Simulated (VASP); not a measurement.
# LiF (P2_1) in VASP: a series of runs

LiF is run at these levels: LDA; tasks: single point.

Program: VASP 6.6.1. These are calculated values, not measurements. Logs are shortened: lines on timing, memory, paths and dates and some standing lists are left out, and cuts for length are marked.

### 1 The cell of the first run

Symmetry: P2_1, No. 4, monoclinic system. The conventional cell has a = 3.041 Å, b = 4.807 Å, c = 3.061 Å, α = 90.00°, β = 119.35°, γ = 90.00°. Within 2.4 Å of Li (site symmetry 1) lie 4 F at 1.84 to 1.86 Å. Within 2.4 Å of F (site symmetry 1) lie 4 Li at 1.84 to 1.86 Å.

### 2 Single point, LDA (strain +0.0150 x Voigt [0, 0, 0, 0, 0, 1])

Input file INCAR:

```
ALGO = Normal
EDIFF = 1E-6
ENCUT = 520
ISIF = 2
ISMEAR = 0
LASPH = T
LCHARG = F
LREAL = F
LWAVE = F
NBANDS = 18
NELM = 60
PREC = Accurate
SIGMA = 0.05
```

Input file KPOINTS:

```
k-points
0
Gamma
  9 9 6
```

Input file POSCAR:

```
LiF
1.0
    3.0609398175      0.0229570486      0.0000000000
   -1.5105885214      2.6393731171      0.0000000000
    0.0000000000      0.0000000000      4.8073245700
Li F
2 2
Direct
    0.3333333333      0.6666666667      0.3811542600
    0.6666666667      0.3333333333      0.8811542600
    0.3333333333      0.6666666667      0.9938437400
    0.6666666667      0.3333333333      0.4938437400
```

Potentials or basis: VASP PAW LDA potentials, release 64 (Li_sv, F).

Started as:

```console
$ cat potpaw_LDA.64/Li_sv/POTCAR potpaw_LDA.64/F/POTCAR > POTCAR
$ mpirun -np 1 vasp_std > vasp.out
```

OUTCAR:

```text
EDIFF = 1E-6
   ENCUT = 520
   ISIF = 2
   ISMEAR = 0
   LASPH = T
   LREAL = F
   NELM = 60
   PREC = Accurate

 ion  position               nearest neighbor table
   1  0.333  0.667  0.381-   4 1.84   4 1.85   4 1.86   3 1.86
   2  0.667  0.333  0.881-   3 1.84   3 1.85   3 1.86   4 1.86
   3  0.333  0.667  0.994-   2 1.84   2 1.85   2 1.86   1 1.86
   4  0.667  0.333  0.494-   1 1.84   1 1.85   1 1.86   2 1.86

  Warning from LATTYP: Monoclinic adjustment (A1->A3, A2->A1, A3->A2)!
  LATTYP: Found a simple monoclinic cell.
 ALAT       =     3.0410800930
 B/A-ratio  =     1.5807951198
 C/A-ratio  =     1.0065587921
 COS(beta)  =    -0.4902045493

  Lattice vectors:

 A1 = (  -1.5105885214,   2.6393731171,   0.0000000000)
 A2 = (   0.0000000000,   0.0000000000,   4.8073245700)
 A3 = (   3.0609398175,   0.0229570486,   0.0000000000)

Analysis of symmetry for initial positions (statically):
=====================================================================
 Subroutine PRICEL returns:
 Original cell was already a primitive cell.

 Routine SETGRP: Setting up the symmetry group for a
 simple monoclinic supercell.

 Subroutine GETGRP returns: Found  2 space group operations
 (whereof  1 operations were pure point group operations)
 out of a pool of  4 trial point group operations.

The static configuration has the point symmetry C_1 .
 The point group associated with its full space group is C_2 .

Analysis of symmetry for dynamics (positions and initial velocities):
=====================================================================
 Subroutine PRICEL returns:
 Original cell was already a primitive cell.

 Routine SETGRP: Setting up the symmetry group for a
 simple monoclinic supercell.

 Subroutine GETGRP returns: Found  2 space group operations
 (whereof  1 operations were pure point group operations)
 out of a pool of  4 trial point group operations.

The dynamic configuration has the point symmetry C_1 .
 The point group associated with its full space group is C_2 .

 Subroutine INISYM returns: Found  2 space group operations
 (whereof  1 operations are pure point group operations),
 and found     1 'primitive' translations

----------------------------------------------------------------------------------------

                                     Primitive cell

  volume of cell :      39.0049

  direct lattice vectors                    reciprocal lattice vectors
     3.060939817  0.022957049  0.000000000     0.325300706  0.186178873  0.000000000
    -1.510588521  2.639373117  0.000000000    -0.002829439  0.377258477  0.000000000
     0.000000000  0.000000000  4.807324570     0.000000000  0.000000000  0.208015911

  length of vectors
     3.061025905  3.041080093  4.807324570     0.374810781  0.377269087  0.208015911

  position of ions in fractional coordinates (direct lattice)
     0.333333333  0.666666667  0.381154260
     0.666666667  0.333333333  0.881154260
     0.333333333  0.666666667  0.993843740
     0.666666667  0.333333333  0.493843740

  ion indices of the primitive-cell ions
   primitive index   ion index
                 1           1
                 2           2
                 3           3
                 4           4

----------------------------------------------------------------------------------------

 KPOINTS: k-points

Automatic generation of k-mesh.
 Grid dimensions read from file:
 generate k-points for:    9    9    6

 Generating k-lattice:

  Cartesian coordinates                     Fractional coordinates (reciprocal lattice)
     0.036144523  0.020686541  0.000000000     0.111111111  0.000000000  0.000000000
    -0.000314382  0.041917609  0.000000000     0.000000000  0.111111111  0.000000000
     0.000000000  0.000000000  0.034669319     0.000000000  0.000000000  0.166666667

  Length of vectors
     0.041645642  0.041918787  0.034669319

  Shift w.r.t. Gamma in fractional coordinates (k-lattice)
     0.000000000  0.000000000  0.000000000

 Subroutine IBZKPT returns following result:
 ===========================================

 Found    164 irreducible k-points:

 Following reciprocal coordinates:
            Coordinates               Weight
  0.000000  0.000000  0.000000      1.000000
  0.111111 -0.000000  0.000000      2.000000
  0.222222  0.000000  0.000000      2.000000
  0.333333 -0.000000  0.000000      2.000000
  0.444444  0.000000  0.000000      2.000000
  0.000000  0.111111  0.000000      2.000000
[... 16 lines left out ...]
 -0.111111  0.222222  0.000000      2.000000
  0.000000  0.333333  0.000000      2.000000
 [... further k-points ...]
   k-points           NKPTS =    164   k-points in BZ     NKDIM =    164   number of bands    NBANDS=     18
   number of dos      NEDOS =    301   number of ions     NIONS =      4
   total plane-waves  NPLWV =  20736
   dimension x,y,z NGX =    24 NGY =   24 NGZ =   36
   dimension x,y,z NGXF=    48 NGYF=   48 NGZF=   72
   ions per type =               2   2
   NGX,Y,Z   is equivalent  to a cutoff of  13.03, 13.12, 12.45 a.u.
   NGXF,Y,Z  is equivalent  to a cutoff of  26.07, 26.24, 24.90 a.u.
 SYSTEM =  unknown system
   PREC   = accura    normal or accurate (medium, high low for compatibility)
   ISTART =      0    job   : 0-new  1-cont  2-samecut
   ICHARG =      2    charge: 1-file 2-atom 10-const
   ISPIN  =      1    spin polarized calculation?
   LNONCOLLINEAR =      F non collinear calculations
   LSORBIT =      F    spin-orbit coupling
   LASPH  =      T    aspherical Exc in radial PAW
   ENCUT  =  520.0 eV  38.22 Ry    6.18 a.u.   5.69  5.65  8.94*2*pi/ulx,y,z
   NELM   =     60;   NELMIN=  2; NELMDL= -5     # of ELM steps
   EDIFF  = 0.1E-05   stopping-criterion for ELM
   LREAL  =      F    real-space projection
   EDIFFG = 0.1E-04   stopping-criterion for IOM
   NSW    =      0    number of steps for IOM
   IBRION =     -1    ionic relax: 0-MD 1-quasi-New 2-CG
   NFREE  =      0    steps in history (QN), initial steepest desc. (CG)
   ISIF   =      2    stress and relaxation
   ISYM   =      2    0-nonsym 1-usesym 2-fastsym
   POTIM  = 0.5000    time-step for ionic-motion
   TEBEG  =    0.0;   TEEND  =   0.0 temperature during run
   PSTRESS=    0.0 pullay stress
   NELECT =      20.0000    total number of electrons
   NUPDOWN=      -1.0000    fix difference up-down
   EMIN   =  10.00;   EMAX   =-10.00  energy-range for DOS
   EFERMI =   0.00;   METHOD = LEGACY
   ISMEAR =     0;   SIGMA  =   0.05  broadening in eV -4-tet -1-fermi 0-gaus
   EFERMI_NEDOS =   21; number of points for ismear=-14 and -15
   IALGO  =     38    algorithm
   IMIX   =      4    mixing-type and parameters
     AMIX     =   0.40;   BMIX     =  1.00
     AMIX_MAG =   1.60;   BMIX_MAG =  1.00
  volume/ion in A,a.u.               =       9.75        65.80
  Fermi-wavevector in a.u.,A,eV,Ry     =   1.310323  2.476152 23.360479  1.716947
  Thomas-Fermi vector in A             =   2.440861
   LORBIT       =      0    0 simple, 1 ext, 2 COOP (PROOUT), +10 PAW based schemes
   GGA     = CA    functional components
   LHFCALC =     F    Hartree Fock is set to
   AEXX    =    0.0000 exact exchange contribution
   IVDW    =     0    specifies the selected vdW correction
   LEPSILON=     F    determine dielectric tensor
   LRPA    =     F    only Hartree local field effects (RPA)
 non-spin polarized calculation
 Gauss-broadening in eV      SIGMA  =   0.05
  energy-cutoff  :      520.00
  volume of cell :       39.00
 maximum number of plane-waves:      1085
   NGX = 11   NGY = 11   NGZ = 17

 number of electron      20.0000020 magnetization

 Free energy of the ion-electron system (eV)
  ---------------------------------------------------
  ext. energy  EPLUGINS =         0.00000000
  ---------------------------------------------------
  free energy    TOTEN  =       -20.79241310 eV

  energy without entropy =      -20.79241310  energy(sigma->0) =      -20.79241310

 E-fermi :  -2.3266     XC(G=0):  -9.6276

 val. band max:       -2.6906153294   @ k =   0.0000   0.0000   0.0000
 cond. band min:       4.8972063365   @ k =   0.0000   0.0000   0.0000
 fundamental gap:      7.5878216659
 Fermi energy:        -2.3266035312

 k-point     1 :       0.0000    0.0000    0.0000
  band No.  band energies     occupation
      1     -41.9441      2.00000
      2     -41.8923      2.00000
      3     -21.7333      2.00000
      4     -21.4834      2.00000
      5      -4.9840      2.00000
      6      -3.1931      2.00000
[... 10 lines left out ...]
     17      16.7797      0.00000
     18      17.3305      0.00000

 k-point     2 :       0.1111   -0.0000    0.0000
  band No.  band energies     occupation
      1     -41.9394      2.00000
      2     -41.8903      2.00000
      3     -21.7168      2.00000
      4     -21.4793      2.00000
      5      -4.9200      2.00000
      6      -3.3301      2.00000
[... 10 lines left out ...]
     17      16.9380      0.00000
     18      17.2877      0.00000

 k-point     3 :       0.2222    0.0000    0.0000
  band No.  band energies     occupation
      1     -41.9272      2.00000
      2     -41.8858      2.00000
      3     -21.6724      2.00000
      4     -21.4726      2.00000
      5      -4.7580      2.00000
      6      -3.7181      2.00000
[... 10 lines left out ...]
     17      17.0059      0.00000
     18      17.1575      0.00000

 k-point     4 :       0.3333   -0.0000    0.0000
  band No.  band energies     occupation
      1     -41.9122      2.00000
      2     -41.8820      2.00000
      3     -21.6145      2.00000
      4     -21.4719      2.00000
      5      -4.6691      2.00000
      6      -4.0302      2.00000
[... 375 lines left out ...]
      4     -21.4694      2.00000
      5      -4.7477      2.00000
      6      -3.7037      2.00000
[... 10 lines left out ...]
     17      16.7765      0.00000
     18      17.1618      0.00000

 k-point    23 :      -0.1111    0.2222    0.0000
  band No.  band energies     occupation
      1     -41.9303      2.00000
      2     -41.8867      2.00000
      3     -21.6835      2.00000
      4     -21.4719      2.00000
      5      -4.7955      2.00000
      6      -3.5881      2.00000
[... 10 lines left out ...]
     17      17.1296      0.00000
     18      17.4924      0.00000

 k-point    24 :       0.0000    0.3333    0.0000
  band No.  band energies     occupation
      1     -41.9113      2.00000
      2     -41.8815      2.00000
      3     -21.6106      2.00000
      4     -21.4684      2.00000
      5      -4.6619      2.00000
      6      -4.0286      2.00000
[... 10 lines left out ...]
     17      16.5517      0.00000
     18      17.6081      0.00000

 [... further k-points ...]

------------------------ aborting loop because EDIFF is reached ----------------------------------------

  FORCE on cell =-STRESS in cart. coord.  units (eV):
  Direction    XX          YY          ZZ          XY          YZ          ZX
  --------------------------------------------------------------------------------------
  -------------------------------------------------------------------------------------
  Total       -0.7229188     -0.7239034     -0.8324671     -0.1433479      0.0000000      0.0000000
  in kB      -29.6948306    -29.7352752    -34.1946717     -5.8882033      0.0000000      0.0000000
  external PRESSURE =     -31.2082592 kB  Pullay stress =       0.0000000 kB

 VOLUME and BASIS-vectors are now :
 -----------------------------------------------------------------------------
  energy-cutoff  :      520.00
  volume of cell :       39.00
      direct lattice vectors                 reciprocal lattice vectors
     3.060939817  0.022957049  0.000000000     0.325300706  0.186178873  0.000000000
    -1.510588521  2.639373117  0.000000000    -0.002829439  0.377258477  0.000000000
     0.000000000  0.000000000  4.807324570     0.000000000  0.000000000  0.208015911

 POSITION                                       TOTAL-FORCE (eV/Angst)
 -----------------------------------------------------------------------------------
      0.01325      1.76723      1.83233        -0.041280      0.001170     -0.008878
      1.53710      0.89510      4.23599         0.041280     -0.001170     -0.008878
      0.01325      1.76723      4.77773        -0.045290      0.001148      0.008878
      1.53710      0.89510      2.37407         0.045290     -0.001148      0.008878
 -----------------------------------------------------------------------------------
    total drift:                                0.000001      0.000001     -0.000562

  FREE ENERGIE OF THE ION-ELECTRON SYSTEM (eV)
  ---------------------------------------------------
  free  energy   TOTEN  =       -20.7924130972 eV

  energy  without entropy=      -20.7924130972  energy(sigma->0) =      -20.79241310
```

Run time: 62 s. Hardware: 1 thread of AMD EPYC 7R13 (Zen 3), shared host; peak memory 0.17 GiB.

What came out:

| Property | Result |
| --- | --- |
| Free energy | -20.7924 eV |
| Largest force | 0.046 eV/Å |
| Band gap on the k mesh | 7.59 eV |

Forces on the atoms (eV/Å):
```
Li  -0.041  0.001 -0.009
Li   0.041 -0.001 -0.009
F   -0.045  0.001  0.009
F    0.045 -0.001  0.009
```

Caveat: the cell differs from its parent crystal (strain +0.0150 x Voigt [0, 0, 0, 0, 0, 1]); the cutoff is under 1.25 times the usual one of these potentials, so pressure, stress and relaxed cells hold a basis-set (Pulay) error; an odd mesh through Γ misses points on the zone boundary, where band edges can lie.

### 3 Single point, LDA (strain +0.0050 x Voigt [0, 0, 0, 0, 0, 1])

Input file INCAR:

```
  ALGO = Normal
  EDIFF = 1E-7
  ENCUT = 520
  ISIF = 2
  ISMEAR = 0
  LASPH = T
  LCHARG = F
  LREAL = F
  LWAVE = F
  NBANDS = 18
  NELM = 60
  PREC = Accurate
  SIGMA = 0.05
```

KPOINTS is that of step 2.

POSCAR, as its differences from that of step 2:

```diff
@@ -2,4 +2,4 @@
 1.0
-    3.0609398175      0.0229570486      0.0000000000
-   -1.5105885214      2.6393731171      0.0000000000
+    3.0609398175      0.0076523495      0.0000000000
+   -1.5238427796      2.6470254666      0.0000000000
     0.0000000000      0.0000000000      4.8073245700
```

Potentials or basis: VASP PAW LDA potentials, release 64 (Li_sv, F).

Started as:

```console
$ cat potpaw_LDA.64/Li_sv/POTCAR potpaw_LDA.64/F/POTCAR > POTCAR
$ mpirun -np 1 vasp_std > vasp.out
```

Wall time 67 s (1 thread of AMD EPYC 7R13 (Zen 3), shared host); peak memory 0.17 GiB.

Results (log left out):

```yaml
Free_energy: -20.7933 eV
Largest_force: 0.017 eV/Å
Band_gap_on_the_k_mesh: 7.59 eV
```

Forces in eV/Å, atoms in the order of the input:
```
Li  -0.014  0.000 -0.008
Li   0.014  0.000 -0.008
F   -0.015  0.000  0.008
F    0.015  0.000  0.008
```

Levels at points of the mesh, in eV from the valence-band top:
| k point | band 8 | band 9 | band 10 | band 11 | band 12 | band 13 |
| --- | --- | --- | --- | --- | --- | --- |
| (0.00, 0.00, 0.00) | -0.16 | -0.15 | 0.00 | 7.59 | 11.81 | 15.10 |
| (0.00, 0.00, 0.50) | -0.33 | -0.32 | -0.32 | 9.28 | 9.28 | 17.36 |

Caveat: the cell differs from its parent crystal (strain +0.0050 x Voigt [0, 0, 0, 0, 0, 1]); the cutoff is under 1.25 times the usual one of these potentials, so pressure, stress and relaxed cells hold a basis-set (Pulay) error; an odd mesh through Γ misses points on the zone boundary, where band edges can lie.
